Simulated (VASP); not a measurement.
# GaN (P6_3mc) in VASP: a series of runs

Aim: see how the results for GaN move with the level of theory and the settings. Levels: PBE, LDA. Tasks: single point.

Program: VASP 6.6.1. These are calculated values, not measurements. Logs are shortened: lines on timing, memory, paths and dates and some standing lists are left out, and cuts for length are marked.

**1. The cell of the first run**

It takes space group P6_3mc (No. 186, hexagonal). Conventional cell: a = 3.183 Å, b = 3.183 Å, c = 5.184 Å, α = 90.00°, β = 90.00°, γ = 120.00°. Ga (site symmetry 3m) has 4 N at 1.95 Å within 2.6 Å. N (site symmetry 3m) has 4 Ga at 1.95 Å within 2.6 Å.

**2. Single point, PBE**

INCAR reads:

```
SYSTEM = GaN
PREC = Accurate
ENCUT = 520
EDIFF = 1E-6
ISMEAR = 0
SIGMA = 0.01
LREAL = .False.
LASPH = .True.
NELM = 80
ALGO = Normal
ISIF = 2
LWAVE = .False.
LCHARG = .True.
GGA = PE
LELF = .True.
LVHAR = .True.
NBANDS = 26
```

KPOINTS reads:

```
Automatic mesh
0
Gamma
  6 6 4
  0 0 0
```

POSCAR reads:

```
GaN
1.0
    3.1831494038      0.0000000000      0.0000000000
   -1.5915747019      2.7566882477      0.0000000000
    0.0000000000      0.0000000000      5.1836255107
Ga N
2 2
Direct
    0.3333333333      0.6666666667     -0.0008868064
    0.6666666667      0.3333333333      0.4991131936
    0.3333333333      0.6666666667      0.3758868064
    0.6666666667      0.3333333333      0.8758868064
```

Potentials or basis: VASP PAW PBE potentials, release 64 (Ga_d, N).

Launch:

```sh
$ cat potpaw_PBE.64/Ga_d/POTCAR potpaw_PBE.64/N/POTCAR > POTCAR
$ mpirun -np 1 vasp_std > vasp.out
```

OUTCAR:

```text
SYSTEM = GaN
   PREC = Accurate
   ENCUT = 520
   EDIFF = 1E-6
   ISMEAR = 0
   LREAL = .False.
   LASPH = .True.
   NELM = 80
   ISIF = 2
   GGA = PE

 ion  position               nearest neighbor table
   1  0.333  0.667  0.999-   4 1.95   4 1.95   4 1.95   3 1.95
   2  0.667  0.333  0.499-   3 1.95   3 1.95   3 1.95   4 1.95
   3  0.333  0.667  0.376-   2 1.95   2 1.95   2 1.95   1 1.95
   4  0.667  0.333  0.876-   1 1.95   1 1.95   1 1.95   2 1.95

  LATTYP: Found a hexagonal cell.
 ALAT       =     3.1831494038
 C/A-ratio  =     1.6284581253

  Lattice vectors:

 A1 = (   3.1831494038,   0.0000000000,   0.0000000000)
 A2 = (  -1.5915747019,   2.7566882477,   0.0000000000)
 A3 = (   0.0000000000,   0.0000000000,   5.1836255107)

Analysis of symmetry for initial positions (statically):
=====================================================================
 Subroutine PRICEL returns:
 Original cell was already a primitive cell.

 Routine SETGRP: Setting up the symmetry group for a
 hexagonal supercell.

 Subroutine GETGRP returns: Found 12 space group operations
 (whereof  6 operations were pure point group operations)
 out of a pool of 24 trial point group operations.

The static configuration has the point symmetry C_3v.
 The point group associated with its full space group is C_6v.

Analysis of symmetry for dynamics (positions and initial velocities):
=====================================================================
 Subroutine PRICEL returns:
 Original cell was already a primitive cell.

 Routine SETGRP: Setting up the symmetry group for a
 hexagonal supercell.

 Subroutine GETGRP returns: Found 12 space group operations
 (whereof  6 operations were pure point group operations)
 out of a pool of 24 trial point group operations.

The dynamic configuration has the point symmetry C_3v.
 The point group associated with its full space group is C_6v.

 Subroutine INISYM returns: Found 12 space group operations
 (whereof  6 operations are pure point group operations),
 and found     1 'primitive' translations

----------------------------------------------------------------------------------------

                                     Primitive cell

  volume of cell :      45.4861

  direct lattice vectors                    reciprocal lattice vectors
     3.183149404  0.000000000  0.000000000     0.314154277  0.181377056  0.000000000
    -1.591574702  2.756688248  0.000000000     0.000000000  0.362754113  0.000000000
     0.000000000  0.000000000  5.183625511     0.000000000  0.000000000  0.192915171

  length of vectors
     3.183149404  3.183149404  5.183625511     0.362754113  0.362754113  0.192915171

  position of ions in fractional coordinates (direct lattice)
     0.333333333  0.666666667  0.999113194
     0.666666667  0.333333333  0.499113194
     0.333333333  0.666666667  0.375886806
     0.666666667  0.333333333  0.875886806

  ion indices of the primitive-cell ions
   primitive index   ion index
                 1           1
                 2           2
                 3           3
                 4           4

----------------------------------------------------------------------------------------

 KPOINTS: Automatic mesh

Automatic generation of k-mesh.
 Grid dimensions read from file:
 generate k-points for:    6    6    4

 Generating k-lattice:

  Cartesian coordinates                     Fractional coordinates (reciprocal lattice)
     0.052359046  0.030229509  0.000000000     0.166666667  0.000000000  0.000000000
     0.000000000  0.060459019  0.000000000     0.000000000  0.166666667  0.000000000
     0.000000000  0.000000000  0.048228793     0.000000000  0.000000000  0.250000000

  Length of vectors
     0.060459019  0.060459019  0.048228793

  Shift w.r.t. Gamma in fractional coordinates (k-lattice)
     0.000000000  0.000000000  0.000000000

 Subroutine IBZKPT returns following result:
 ===========================================

 Found     21 irreducible k-points:

 Following reciprocal coordinates:
            Coordinates               Weight
  0.000000  0.000000  0.000000      1.000000
  0.166667 -0.000000  0.000000      6.000000
  0.333333  0.000000  0.000000      6.000000
  0.500000  0.000000  0.000000      3.000000
  0.166667  0.166667  0.000000      6.000000
  0.333333  0.166667  0.000000     12.000000
[... 13 lines left out ...]
  0.333333  0.166667  0.500000     12.000000
  0.333333  0.333333  0.500000      2.000000
   k-points           NKPTS =     21   k-points in BZ     NKDIM =     21   number of bands    NBANDS=     26
   number of dos      NEDOS =    301   number of ions     NIONS =      4
   total plane-waves  NPLWV =  23040
   dimension x,y,z NGX =    24 NGY =   24 NGZ =   40
   dimension x,y,z NGXF=    48 NGYF=   48 NGZF=   80
   ions per type =               2   2
   NGX,Y,Z   is equivalent  to a cutoff of  12.53, 12.53, 12.83 a.u.
   NGXF,Y,Z  is equivalent  to a cutoff of  25.07, 25.07, 25.66 a.u.
 SYSTEM =  GaN
   PREC   = accura    normal or accurate (medium, high low for compatibility)
   ISTART =      0    job   : 0-new  1-cont  2-samecut
   ICHARG =      2    charge: 1-file 2-atom 10-const
   ISPIN  =      1    spin polarized calculation?
   LNONCOLLINEAR =      F non collinear calculations
   LSORBIT =      F    spin-orbit coupling
   LASPH  =      T    aspherical Exc in radial PAW
   ENCUT  =  520.0 eV  38.22 Ry    6.18 a.u.   5.92  5.92  9.64*2*pi/ulx,y,z
   NELM   =     80;   NELMIN=  2; NELMDL= -5     # of ELM steps
   EDIFF  = 0.1E-05   stopping-criterion for ELM
   LREAL  =      F    real-space projection
   EDIFFG = 0.1E-04   stopping-criterion for IOM
   NSW    =      0    number of steps for IOM
   IBRION =     -1    ionic relax: 0-MD 1-quasi-New 2-CG
   NFREE  =      0    steps in history (QN), initial steepest desc. (CG)
   ISIF   =      2    stress and relaxation
   ISYM   =      2    0-nonsym 1-usesym 2-fastsym
   POTIM  = 0.5000    time-step for ionic-motion
   TEBEG  =    0.0;   TEEND  =   0.0 temperature during run
   PSTRESS=    0.0 pullay stress
   NELECT =      36.0000    total number of electrons
   NUPDOWN=      -1.0000    fix difference up-down
   EMIN   =  10.00;   EMAX   =-10.00  energy-range for DOS
   EFERMI =   0.00;   METHOD = LEGACY
   ISMEAR =     0;   SIGMA  =   0.01  broadening in eV -4-tet -1-fermi 0-gaus
   EFERMI_NEDOS =   21; number of points for ismear=-14 and -15
   IALGO  =     38    algorithm
   IMIX   =      4    mixing-type and parameters
     AMIX     =   0.40;   BMIX     =  1.00
     AMIX_MAG =   1.60;   BMIX_MAG =  1.00
  volume/ion in A,a.u.               =      11.37        76.74
  Fermi-wavevector in a.u.,A,eV,Ry     =   1.514315  2.861640 31.200200  2.293150
  Thomas-Fermi vector in A             =   2.623989
   LORBIT       =      0    0 simple, 1 ext, 2 COOP (PROOUT), +10 PAW based schemes
   GGA     = PE    functional components
   LHFCALC =     F    Hartree Fock is set to
   AEXX    =    0.0000 exact exchange contribution
   IVDW    =     0    specifies the selected vdW correction
   LEPSILON=     F    determine dielectric tensor
   LRPA    =     F    only Hartree local field effects (RPA)
 non-spin polarized calculation
 Gauss-broadening in eV      SIGMA  =   0.01
  energy-cutoff  :      520.00
  volume of cell :       45.49
 maximum number of plane-waves:      1248
 NGX is ok and might be reduce to    24
   NGX = 11   NGY = 11   NGZ = 19

 number of electron      35.9999993 magnetization

 Free energy of the ion-electron system (eV)
  ---------------------------------------------------
  ext. energy  EPLUGINS =         0.00000000
  ---------------------------------------------------
  free energy    TOTEN  =       -24.29283060 eV

  energy without entropy =      -24.29283060  energy(sigma->0) =      -24.29283060

 E-fermi :   5.4482     XC(G=0): -11.6925

 val. band max:        5.3688769498   @ k =   0.0000   0.0000   0.0000
 cond. band min:       7.3098947746   @ k =   0.0000   0.0000   0.0000
 fundamental gap:      1.9410178247
 Fermi energy:         5.4481580421

 k-point     1 :       0.0000    0.0000    0.0000
  band No.  band energies     occupation
      1     -10.6486      2.00000
      2      -9.7139      2.00000
      3      -8.0745      2.00000
      4      -8.0591      2.00000
      5      -8.0591      2.00000
      6      -7.9970      2.00000
[... 18 lines left out ...]
     25      17.1044      0.00000
     26      17.1044      0.00000

 k-point     2 :       0.1667   -0.0000    0.0000
  band No.  band energies     occupation
      1     -10.3909      2.00000
      2      -9.6509      2.00000
      3      -8.0441      2.00000
      4      -8.0240      2.00000
      5      -7.9796      2.00000
      6      -7.9492      2.00000
[... 18 lines left out ...]
     25      16.7762      0.00000
     26      17.6236      0.00000

 k-point     3 :       0.3333    0.0000    0.0000
  band No.  band energies     occupation
      1      -9.9135      2.00000
      2      -9.5653      2.00000
      3      -8.0061      2.00000
      4      -7.9867      2.00000
      5      -7.9041      2.00000
      6      -7.8437      2.00000
[... 18 lines left out ...]
     25      17.0001      0.00000
     26      18.5994      0.00000

 k-point     4 :       0.5000    0.0000    0.0000
  band No.  band energies     occupation
      1      -9.7244      2.00000
      2      -9.5424      2.00000
      3      -8.0095      2.00000
      4      -7.9842      2.00000
      5      -7.8862      2.00000
      6      -7.8444      2.00000
[... 18 lines left out ...]
     25      17.8349      0.00000
     26      18.7247      0.00000

 k-point     5 :       0.1667    0.1667    0.0000
  band No.  band energies     occupation
      1     -10.0224      2.00000
      2      -9.5820      2.00000
      3      -8.0112      2.00000
      4      -7.9873      2.00000
      5      -7.9195      2.00000
      6      -7.8947      2.00000
[... 18 lines left out ...]
     25      16.4344      0.00000
     26      18.7232      0.00000

 k-point     6 :       0.3333    0.1667    0.0000
  band No.  band energies     occupation
      1      -9.7139      2.00000
      2      -9.5474      2.00000
      3      -8.0317      2.00000
      4      -7.9482      2.00000
      5      -7.8575      2.00000
      6      -7.8435      2.00000
[... 340 lines left out ...]
 k-point    18 :       0.5000    0.0000    0.5000
  band No.  band energies     occupation
      1      -9.5814      2.00000
      2      -9.5814      2.00000
      3      -8.0110      2.00000
      4      -8.0110      2.00000
      5      -7.8854      2.00000
      6      -7.8854      2.00000
[... 18 lines left out ...]
     25      17.6315      0.00000
     26      17.6315      0.00000

 k-point    19 :       0.1667    0.1667    0.5000
  band No.  band energies     occupation
      1      -9.7178      2.00000
      2      -9.7178      2.00000
      3      -7.9726      2.00000
      4      -7.9726      2.00000
      5      -7.9469      2.00000
      6      -7.9469      2.00000
[... 18 lines left out ...]
     25      17.1586      0.00000
     26      17.1586      0.00000

 k-point    20 :       0.3333    0.1667    0.5000
  band No.  band energies     occupation
      1      -9.5767      2.00000
      2      -9.5767      2.00000
      3      -7.9753      2.00000
      4      -7.9753      2.00000
      5      -7.9058      2.00000
      6      -7.9058      2.00000
[... 18 lines left out ...]
     25      17.8298      0.00000
     26      17.8298      0.00000

 k-point    21 :       0.3333    0.3333    0.5000
  band No.  band energies     occupation
      1      -9.5382      2.00000
      2      -9.5382      2.00000
      3      -7.9380      2.00000
      4      -7.9380      2.00000
      5      -7.9217      2.00000
      6      -7.9217      2.00000
[... 18 lines left out ...]
     25      19.3967      0.00000
     26      19.4998      0.00000

------------------------ aborting loop because EDIFF is reached ----------------------------------------

  FORCE on cell =-STRESS in cart. coord.  units (eV):
  Direction    XX          YY          ZZ          XY          YZ          ZX
  --------------------------------------------------------------------------------------
  -------------------------------------------------------------------------------------
  Total        1.7730267      1.7730267      1.7905351      0.0000000     -0.0000000      0.0000000
  in kB       62.4521738     62.4521738     63.0688818      0.0000000     -0.0000000      0.0000000
  external PRESSURE =      62.6577431 kB  Pullay stress =       0.0000000 kB

 VOLUME and BASIS-vectors are now :
 -----------------------------------------------------------------------------
  energy-cutoff  :      520.00
  volume of cell :       45.49
      direct lattice vectors                 reciprocal lattice vectors
     3.183149404  0.000000000  0.000000000     0.314154277  0.181377056  0.000000000
    -1.591574702  2.756688248  0.000000000     0.000000000  0.362754113  0.000000000
     0.000000000  0.000000000  5.183625511     0.000000000  0.000000000  0.192915171

 POSITION                                       TOTAL-FORCE (eV/Angst)
 -----------------------------------------------------------------------------------
     -0.00000      1.83779      5.17903         0.000000     -0.000000      0.004462
      1.59157      0.91890      2.58722        -0.000000      0.000000      0.004462
     -0.00000      1.83779      1.94846        -0.000000      0.000000     -0.004462
      1.59157      0.91890      4.54027         0.000000     -0.000000     -0.004462
 -----------------------------------------------------------------------------------
    total drift:                               -0.000001     -0.000001     -0.001050

  FREE ENERGIE OF THE ION-ELECTRON SYSTEM (eV)
  ---------------------------------------------------
  free  energy   TOTEN  =       -24.2928306012 eV

  energy  without entropy=      -24.2928306012  energy(sigma->0) =      -24.29283060
```

Run time: 32 s. Hardware: 1 thread of Intel Xeon 8259CL, shared host; peak memory 0.17 GiB.

Results:

```yaml
Free_energy: -24.2928 eV
Pressure: 6.3 GPa
Largest_force: 0.004 eV/Å
Band_gap_on_the_k_mesh: 1.94 eV
```

Forces on the atoms (eV/Å):
```
Ga   0.000  0.000  0.004
Ga   0.000  0.000  0.004
N    0.000  0.000 -0.004
N    0.000  0.000 -0.004
```

Levels at points of the mesh, in eV from the valence-band top:
```tsv
k point	band 16	band 17	band 18	band 19	band 20	band 21
(0.00, 0.00, 0.00)	-0.04	0.00	0.00	1.94	4.28	9.22
(0.50, 0.00, 0.00)	-2.75	-2.21	-1.00	5.08	5.59	6.06
(0.00, 0.00, 0.50)	-0.53	-0.53	-0.53	4.27	4.27	8.49
(0.50, 0.00, 0.50)	-1.95	-1.90	-1.90	4.42	4.42	7.79
```

Caveat: the cell stands under pressure.

**3. Single point, LDA**

This run uses another cell than the first one, of 11.05 Å³/atom.

INCAR reads:

```
SYSTEM = GaN
ALGO     = Normal         ! electronic algorithm
EDIFF    = 1E-6           ! SCF threshold, eV
ENCUT    = 520            ! plane-wave cutoff, eV
GGA      = CA             ! functional
ISIF     = 2              ! what is computed and relaxed
ISMEAR   = -1             ! smearing method
LASPH    = .True.         ! aspherical terms in the spheres
LCHARG   = .False.        ! write CHGCAR
LREAL    = .False.        ! projectors in reciprocal space
LWAVE    = .False.        ! write WAVECAR
NBANDS   = 26             ! bands
NELM     = 80             ! most SCF steps
PREC     = Accurate       ! precision mode
SIGMA    = 0.02           ! smearing width, eV
```

KPOINTS reads:

```
k-points
0
Gamma
  12 12 4
  0 0 0
```

POSCAR reads:

```
GaN
1.0
    3.1518121423      0.0000000000      0.0000000000
   -1.5759060712      2.7295493832      0.0000000000
    0.0000000000      0.0000000000      5.1384168621
Ga N
2 2
Direct
    0.3333333333      0.6666666667     -0.0007020513
    0.6666666667      0.3333333333      0.4992979487
    0.3333333333      0.6666666667      0.3757020513
    0.6666666667      0.3333333333      0.8757020513
```

Potentials or basis: VASP PAW LDA potentials, release 64 (Ga_d, N).

Launch:

```sh
$ cat potpaw_LDA.64/Ga_d/POTCAR potpaw_LDA.64/N/POTCAR > POTCAR
$ mpirun -np 1 vasp_std > vasp.out
```

OUTCAR:

```text
SYSTEM = GaN
   EDIFF = 1E-6
   ENCUT = 520
   GGA = CA
   ISIF = 2
   ISMEAR = -1
   LASPH = .True.
   LREAL = .False.
   NELM = 80
   PREC = Accurate

 ion  position               nearest neighbor table
   1  0.333  0.667  0.999-   4 1.93   4 1.93   4 1.93   3 1.93
   2  0.667  0.333  0.499-   3 1.93   3 1.93   3 1.93   4 1.93
   3  0.333  0.667  0.376-   2 1.93   2 1.93   2 1.93   1 1.93
   4  0.667  0.333  0.876-   1 1.93   1 1.93   1 1.93   2 1.93

  LATTYP: Found a hexagonal cell.
 ALAT       =     3.1518121423
 C/A-ratio  =     1.6303055608

  Lattice vectors:

 A1 = (   3.1518121423,   0.0000000000,   0.0000000000)
 A2 = (  -1.5759060712,   2.7295493832,   0.0000000000)
 A3 = (   0.0000000000,   0.0000000000,   5.1384168621)

Analysis of symmetry for initial positions (statically):
=====================================================================
 Subroutine PRICEL returns:
 Original cell was already a primitive cell.

 Routine SETGRP: Setting up the symmetry group for a
 hexagonal supercell.

 Subroutine GETGRP returns: Found 12 space group operations
 (whereof  6 operations were pure point group operations)
 out of a pool of 24 trial point group operations.

[... 169 lines left out ...]

 val. band max:        5.4409111267   @ k =   0.0000   0.0000   0.0000
 cond. band min:       7.5861721453   @ k =   0.0000   0.0000   0.0000
 fundamental gap:      2.1452610186
 Fermi energy:         5.9100489031

 k-point     1 :       0.0000    0.0000    0.0000
  band No.  band energies     occupation
      1     -10.7018      2.00000
      2      -9.7205      2.00000
      3      -8.1465      2.00000
      4      -8.1291      2.00000
      5      -8.1291      2.00000
      6      -8.0620      2.00000
[... 685 lines left out ...]
     25      16.5215      0.00000
     26      18.4705      0.00000

 [... further k-points ...]

------------------------ aborting loop because EDIFF is reached ----------------------------------------

  FORCE on cell =-STRESS in cart. coord.  units (eV):
  Direction    XX          YY          ZZ          XY          YZ          ZX
  --------------------------------------------------------------------------------------
  -------------------------------------------------------------------------------------
  Total        0.3006922      0.3006922      0.2945143     -0.0000000     -0.0000000     -0.0000000
  in kB       10.8981345     10.8981345     10.6742257     -0.0000000     -0.0000000     -0.0000000
  external PRESSURE =      10.8234982 kB  Pullay stress =       0.0000000 kB

 VOLUME and BASIS-vectors are now :
 -----------------------------------------------------------------------------
  energy-cutoff  :      520.00
  volume of cell :       44.21
      direct lattice vectors                 reciprocal lattice vectors
     3.151812142  0.000000000  0.000000000     0.317277793  0.183180419  0.000000000
    -1.575906071  2.729549383  0.000000000     0.000000000  0.366360838  0.000000000
     0.000000000  0.000000000  5.138416862     0.000000000  0.000000000  0.194612471

 POSITION                                       TOTAL-FORCE (eV/Angst)
 -----------------------------------------------------------------------------------
     -0.00000      1.81970      5.13481         0.000000     -0.000000      0.001624
      1.57591      0.90985      2.56560        -0.000000      0.000000      0.001624
     -0.00000      1.81970      1.93051        -0.000000      0.000000     -0.001624
      1.57591      0.90985      4.49972         0.000000     -0.000000     -0.001624
 -----------------------------------------------------------------------------------
    total drift:                               -0.000001     -0.000001      0.000741

  FREE ENERGIE OF THE ION-ELECTRON SYSTEM (eV)
  ---------------------------------------------------
  free  energy   TOTEN  =       -27.9097928224 eV

  energy  without entropy=      -27.9097928224  energy(sigma->0) =      -27.90979282
```

Run time: 61 s. Hardware: 1 thread of Intel Xeon 8259CL, shared host; peak memory 0.18 GiB.

Results:

| Property | Result |
| --- | --- |
| Free energy | -27.9098 eV |
| Pressure | 1.1 GPa |
| Band gap on the k mesh | 2.15 eV |

Levels at points of the mesh, in eV from the valence-band top:
```tsv
k point	band 16	band 17	band 18	band 19	band 20	band 21
(0.00, 0.00, 0.00)	-0.05	0.00	0.00	2.15	4.38	9.22
(0.50, 0.00, 0.00)	-2.88	-2.34	-1.05	5.00	5.66	5.99
(0.00, 0.00, 0.50)	-0.56	-0.56	-0.56	4.41	4.41	8.47
(0.50, 0.00, 0.50)	-2.04	-1.99	-1.99	4.39	4.39	7.81
```
